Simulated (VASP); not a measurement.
# BiO5 (Fmmm) in VASP: single point with PBE

Aim: the single point of BiO5 with PBE.

All numbers are computed with VASP 6.6.1; they aren't measurements. Logs are shortened: lines on timing, memory, paths and dates and some standing lists are left out, and cuts for length are marked.

## 1. The cell of the first run

The structure is orthorhombic, space group Fmmm (No. 69). Conventional cell: a = 4.312 Å, b = 8.041 Å, c = 10.259 Å, α = 90.00°, β = 90.00°, γ = 90.00°. Bi (site symmetry mmm) has 6 O at 2.16 to 2.37 Å within 2.9 Å. O (site symmetry m) has 1 O at 1.29 Å within 1.7 Å. Within 3.0 Å of O (site symmetry mmm) lie 2 Bi at 2.16 Å and 4 O at 2.92 Å.

The cell was built from a structure type or drawn by symmetry, and may not be a known phase.

## 2. Single point, PBE

INCAR reads:

```
PREC = Accurate ; ENCUT = 600
EDIFF = 1E-6 ; ISMEAR = 0
SIGMA = 0.1 ; LREAL = F
LASPH = T ; NELM = 120
ALGO = Normal ; ISIF = 2
LWAVE = F ; LCHARG = T
GGA = PE ; LELF = T
LVHAR = T ; NBANDS = 32
GGA_COMPAT = F
```

KPOINTS reads:

```
regular mesh
0
Gamma
  6 6 6
```

POSCAR reads:

```
BiO5
1.0
    0.0000000000      4.0205567598      5.1293981801
    2.1560062824      0.0000000000      5.1293981801
    2.1560062824      4.0205567598      0.0000000000
Bi O
1 5
Direct
    0.5000000000      0.5000000000      0.5000000000
    0.3581789417      0.1972682150      0.8027317850
    0.1972682150      0.3581789417      0.6418210583
    0.6418210583      0.8027317850      0.1972682150
    0.8027317850      0.6418210583      0.3581789417
    0.0000000000      0.0000000000      0.0000000000
```

Potentials or basis: VASP PAW PBE potentials, release 64 (Bi_d, O).

Launch:

```sh
$ cat potpaw_PBE.64/Bi_d/POTCAR potpaw_PBE.64/O/POTCAR > POTCAR
$ mpirun -np 1 vasp_std > vasp.out
```

OUTCAR:

```text
PREC = Accurate
   ENCUT = 600
   EDIFF = 1E-6
   ISMEAR = 0
   LREAL = F
   LASPH = T
   NELM = 120
   ISIF = 2
   GGA = PE

 ion  position               nearest neighbor table
   1  0.500  0.500  0.500-   6 2.16   6 2.16   4 2.37   5 2.37   2 2.37   3 2.37
   2  0.358  0.197  0.803-   3 1.29   1 2.37
   3  0.197  0.358  0.642-   2 1.29   1 2.37
   4  0.642  0.803  0.197-   5 1.29   1 2.37
   5  0.803  0.642  0.358-   4 1.29   1 2.37
   6  0.000  0.000  0.000-   1 2.16   1 2.16

  LATTYP: Found a face centered orthorhombic cell.
 ALAT       =     4.3120125648
 B/A-ratio  =     1.8648168109
 C/A-ratio  =     2.3791202382

  Lattice vectors:

 A1 = (   0.0000000000,   4.0205567598,   5.1293981801)
 A2 = (   2.1560062824,   0.0000000000,   5.1293981801)
 A3 = (   2.1560062824,   4.0205567598,   0.0000000000)

Analysis of symmetry for initial positions (statically):
=====================================================================
 Subroutine PRICEL returns:
 Original cell was already a primitive cell.

 Routine SETGRP: Setting up the symmetry group for a
 face centered orthorhombic supercell.

 Subroutine GETGRP returns: Found  8 space group operations
 (whereof  8 operations were pure point group operations)
 out of a pool of  8 trial point group operations.

The static configuration has the point symmetry D_2h.

Analysis of symmetry for dynamics (positions and initial velocities):
=====================================================================
 Subroutine PRICEL returns:
 Original cell was already a primitive cell.

 Routine SETGRP: Setting up the symmetry group for a
 face centered orthorhombic supercell.

 Subroutine GETGRP returns: Found  8 space group operations
 (whereof  8 operations were pure point group operations)
 out of a pool of  8 trial point group operations.

The dynamic configuration has the point symmetry D_2h.

 Subroutine INISYM returns: Found  8 space group operations
 (whereof  8 operations are pure point group operations),
 and found     1 'primitive' translations

----------------------------------------------------------------------------------------

                                     Primitive cell

  volume of cell :      88.9268

  direct lattice vectors                    reciprocal lattice vectors
     0.000000000  4.020556760  5.129398180    -0.231910270  0.124360886  0.097477322
     2.156006282  0.000000000  5.129398180     0.231910270 -0.124360886  0.097477322
     2.156006282  4.020556760  0.000000000     0.231910270  0.124360886 -0.097477322

  length of vectors
     6.517330922  5.564089214  4.562152973     0.280624004  0.280624004  0.280624004

  position of ions in fractional coordinates (direct lattice)
     0.500000000  0.500000000  0.500000000
     0.358178942  0.197268215  0.802731785
     0.197268215  0.358178942  0.641821058
     0.641821058  0.802731785  0.197268215
     0.802731785  0.641821058  0.358178942
     0.000000000  0.000000000  0.000000000

  ion indices of the primitive-cell ions
   primitive index   ion index
                 1           1
                 2           2
                 3           3
                 4           4
                 5           5
                 6           6

----------------------------------------------------------------------------------------

 KPOINTS: regular mesh

Automatic generation of k-mesh.
 Grid dimensions read from file:
 generate k-points for:    6    6    6

 Generating k-lattice:

  Cartesian coordinates                     Fractional coordinates (reciprocal lattice)
    -0.038651712  0.020726814  0.016246220     0.166666667  0.000000000 -0.000000000
     0.038651712 -0.020726814  0.016246220     0.000000000  0.166666667  0.000000000
     0.038651712  0.020726814 -0.016246220    -0.000000000  0.000000000  0.166666667

  Length of vectors
     0.046770667  0.046770667  0.046770667

  Shift w.r.t. Gamma in fractional coordinates (k-lattice)
     0.000000000  0.000000000  0.000000000

 Subroutine IBZKPT returns following result:
 ===========================================

 Found     46 irreducible k-points:

 Following reciprocal coordinates:
            Coordinates               Weight
  0.000000  0.000000  0.000000      1.000000
  0.166667 -0.000000 -0.000000      8.000000
  0.333333 -0.000000 -0.000000      8.000000
  0.500000  0.000000 -0.000000      4.000000
  0.166667  0.166667  0.000000      2.000000
  0.333333  0.166667  0.000000      8.000000
[... 16 lines left out ...]
 -0.166667  0.166667  0.166667      8.000000
  0.500000  0.333333  0.166667      4.000000
 [... further k-points ...]
   k-points           NKPTS =     46   k-points in BZ     NKDIM =     46   number of bands    NBANDS=     32
   number of dos      NEDOS =    301   number of ions     NIONS =      6
   total plane-waves  NPLWV =  93312
   dimension x,y,z NGX =    54 NGY =   48 NGZ =   36
   dimension x,y,z NGXF=   108 NGYF=   96 NGZF=   72
   ions per type =               1   5
   NGX,Y,Z   is equivalent  to a cutoff of  13.77, 14.34, 13.12 a.u.
   NGXF,Y,Z  is equivalent  to a cutoff of  27.55, 28.68, 26.24 a.u.
 SYSTEM =  unknown system
   PREC   = accura    normal or accurate (medium, high low for compatibility)
   ISTART =      0    job   : 0-new  1-cont  2-samecut
   ICHARG =      2    charge: 1-file 2-atom 10-const
   ISPIN  =      1    spin polarized calculation?
   LNONCOLLINEAR =      F non collinear calculations
   LSORBIT =      F    spin-orbit coupling
   LASPH  =      T    aspherical Exc in radial PAW
   ENCUT  =  600.0 eV  44.10 Ry    6.64 a.u.  13.02 11.11  9.11*2*pi/ulx,y,z
   NELM   =    120;   NELMIN=  2; NELMDL= -5     # of ELM steps
   EDIFF  = 0.1E-05   stopping-criterion for ELM
   LREAL  =      F    real-space projection
   EDIFFG = 0.1E-04   stopping-criterion for IOM
   NSW    =      0    number of steps for IOM
   IBRION =     -1    ionic relax: 0-MD 1-quasi-New 2-CG
   NFREE  =      0    steps in history (QN), initial steepest desc. (CG)
   ISIF   =      2    stress and relaxation
   ISYM   =      2    0-nonsym 1-usesym 2-fastsym
   POTIM  = 0.5000    time-step for ionic-motion
   TEBEG  =    0.0;   TEEND  =   0.0 temperature during run
   PSTRESS=    0.0 pullay stress
   NELECT =      45.0000    total number of electrons
   NUPDOWN=      -1.0000    fix difference up-down
   EMIN   =  10.00;   EMAX   =-10.00  energy-range for DOS
   EFERMI =   0.00;   METHOD = LEGACY
   ISMEAR =     0;   SIGMA  =   0.10  broadening in eV -4-tet -1-fermi 0-gaus
   EFERMI_NEDOS =   21; number of points for ismear=-14 and -15
   IALGO  =     38    algorithm
   IMIX   =      4    mixing-type and parameters
     AMIX     =   0.40;   BMIX     =  1.00
     AMIX_MAG =   1.60;   BMIX_MAG =  1.00
  volume/ion in A,a.u.               =      14.82       100.02
  Fermi-wavevector in a.u.,A,eV,Ry     =   1.304572  2.465284 23.155873  1.701909
  Thomas-Fermi vector in A             =   2.435499
   LORBIT       =      0    0 simple, 1 ext, 2 COOP (PROOUT), +10 PAW based schemes
   GGA     = PE    functional components
   LHFCALC =     F    Hartree Fock is set to
   AEXX    =    0.0000 exact exchange contribution
   IVDW    =     0    specifies the selected vdW correction
   LEPSILON=     F    determine dielectric tensor
   LRPA    =     F    only Hartree local field effects (RPA)
 non-spin polarized calculation
 Gauss-broadening in eV      SIGMA  =   0.10
  energy-cutoff  :      600.00
  volume of cell :       88.93
 maximum number of plane-waves:      2988
 NGX is ok and might be reduce to    54
   NGX = 27   NGY = 23   NGZ = 19

 number of electron      44.9999999 magnetization

 Free energy of the ion-electron system (eV)
  ---------------------------------------------------
  ext. energy  EPLUGINS =         0.00000000
  ---------------------------------------------------
  free energy    TOTEN  =       -28.85889392 eV

  energy without entropy =      -28.83814522  energy(sigma->0) =      -28.84851957

 E-fermi :   2.0876     XC(G=0):  -9.2802

 val. band max:        2.0848853509   @ k =   0.5000   0.0000   0.1667
 cond. band min:       2.0895317749   @ k =  -0.3333   0.0000   0.3333
 fundamental gap:      0.0046464240
 Fermi energy:         2.0875760282

 k-point     1 :       0.0000    0.0000    0.0000
  band No.  band energies     occupation
      1     -23.4201      2.00000
      2     -21.9966      2.00000
      3     -20.2370      2.00000
      4     -20.1971      2.00000
      5     -20.0932      2.00000
      6     -19.9786      2.00000
[... 24 lines left out ...]
     31      12.3441      0.00000
     32      13.0608      0.00000

 k-point     2 :       0.1667   -0.0000   -0.0000
  band No.  band energies     occupation
      1     -23.3391      2.00000
      2     -22.1074      2.00000
      3     -20.1977      2.00000
      4     -20.1949      2.00000
      5     -20.0701      2.00000
      6     -19.9803      2.00000
[... 24 lines left out ...]
     31      12.9385      0.00000
     32      13.0215      0.00000

 k-point     3 :       0.3333   -0.0000   -0.0000
  band No.  band energies     occupation
      1     -23.1139      2.00000
      2     -22.3896      2.00000
      3     -20.1988      2.00000
      4     -20.1377      2.00000
      5     -19.9996      2.00000
      6     -19.9837      2.00000
[... 24 lines left out ...]
     31      13.1337      0.00000
     32      13.9562      0.00000

 k-point     4 :       0.5000    0.0000   -0.0000
  band No.  band energies     occupation
      1     -22.8654      2.00000
      2     -22.6653      2.00000
      3     -20.1994      2.00000
      4     -20.1213      2.00000
      5     -19.9856      2.00000
      6     -19.9854      2.00000
[... 654 lines left out ...]
     31      13.1274      0.00000
     32      13.8586      0.00000

 k-point    23 :      -0.1667    0.1667    0.1667
  band No.  band energies     occupation
      1     -22.8762      2.00000
      2     -22.6533      2.00000
      3     -20.1997      2.00000
      4     -20.1215      2.00000
      5     -19.9855      2.00000
      6     -19.9828      2.00000
[... 24 lines left out ...]
     31      13.3457      0.00000
     32      13.5781      0.00000

 k-point    24 :       0.5000    0.3333    0.1667
  band No.  band energies     occupation
      1     -23.2981      2.00000
      2     -22.2035      2.00000
      3     -20.2342      2.00000
      4     -20.1999      2.00000
      5     -19.9974      2.00000
      6     -19.9772      2.00000
[... 24 lines left out ...]
     31      13.1713      0.00000
     32      13.3334      0.00000

 [... further k-points ...]

------------------------ aborting loop because EDIFF is reached ----------------------------------------

  FORCE on cell =-STRESS in cart. coord.  units (eV):
  Direction    XX          YY          ZZ          XY          YZ          ZX
  --------------------------------------------------------------------------------------
  -------------------------------------------------------------------------------------
  Total        2.0161623      1.0928838      8.0880438      0.0000000      0.0000000      0.0000000
  in kB       36.3248185     19.6902829    145.7207666      0.0000000      0.0000000      0.0000000
  external PRESSURE =      67.2452894 kB  Pullay stress =       0.0000000 kB

 VOLUME and BASIS-vectors are now :
 -----------------------------------------------------------------------------
  energy-cutoff  :      600.00
  volume of cell :       88.93
      direct lattice vectors                 reciprocal lattice vectors
     0.000000000  4.020556760  5.129398180    -0.231910270  0.124360886  0.097477322
     2.156006282  0.000000000  5.129398180     0.231910270 -0.124360886  0.097477322
     2.156006282  4.020556760  0.000000000     0.231910270  0.124360886 -0.097477322

 POSITION                                       TOTAL-FORCE (eV/Angst)
 -----------------------------------------------------------------------------------
      2.15601      4.02056      5.12940        -0.000000      0.000000      0.000000
      2.15601      4.66751      2.84911         0.000000      0.371117     -0.189220
      2.15601      3.37361      2.84911         0.000000     -0.371117     -0.189220
      2.15601      3.37361      7.40969         0.000000     -0.371117      0.189220
      2.15601      4.66751      7.40969         0.000000      0.371117      0.189220
      0.00000      0.00000      0.00000         0.000000      0.000000      0.000000
 -----------------------------------------------------------------------------------
    total drift:                                0.000000      0.000000      0.000000

  FREE ENERGIE OF THE ION-ELECTRON SYSTEM (eV)
  ---------------------------------------------------
  free  energy   TOTEN  =       -28.8588939179 eV

  energy  without entropy=      -28.8381452174  energy(sigma->0) =      -28.84851957
```

Wall time 1.9 min (1 thread of Intel Xeon 6975P-C (Granite Rapids), shared host); peak memory 0.35 GiB.

Results:

```yaml
Free_energy: -28.8589 eV
Pressure: 6.7 GPa
Largest_force: 0.417 eV/Å
Band_gap_on_the_k_mesh: zero (an odd number of electrons rules out a gap without spin polarisation)
```

Forces in eV/Å, atoms in the order of the input:
```
Bi   0.000  0.000  0.000
O    0.000  0.371 -0.189
O    0.000 -0.371 -0.189
O    0.000 -0.371  0.189
O    0.000  0.371  0.189
O    0.000  0.000  0.000
```

Stress tensor (GPa, compression positive):
```
 3.63  0.00  0.00
 0.00  1.97  0.00
 0.00  0.00 14.57
```

Levels at points of the mesh, in eV from the Fermi level:
| k point | band 20 | band 21 | band 22 | band 23 | band 24 | band 25 | band 26 | band 27 |
| --- | --- | --- | --- | --- | --- | --- | --- | --- |
| (0.00, 0.00, 0.00) | -1.48 | -0.72 | -0.50 | -0.43 | 2.03 | 4.16 | 6.19 | 6.86 |
| (0.50, 0.00, 0.00) | -0.63 | -0.50 | 0.27 | 0.66 | 1.20 | 2.47 | 4.97 | 5.38 |
| (0.50, 0.50, 0.00) | -1.95 | -1.33 | -0.29 | 0.01 | 2.03 | 4.03 | 5.65 | 6.56 |
| (0.50, 0.00, 0.50) | -1.68 | -0.77 | -0.70 | -0.27 | 2.04 | 2.98 | 6.23 | 6.42 |
| (0.00, 0.50, 0.50) | -1.67 | -1.28 | -0.31 | 0.10 | 2.04 | 3.21 | 5.66 | 6.01 |

Caveat: the cell stands under pressure; spin-orbit coupling is left out, which moves the levels of the heavy elements; an odd number of electrons without spin polarisation forces a metal; a magnetic or distorted state may lie lower.
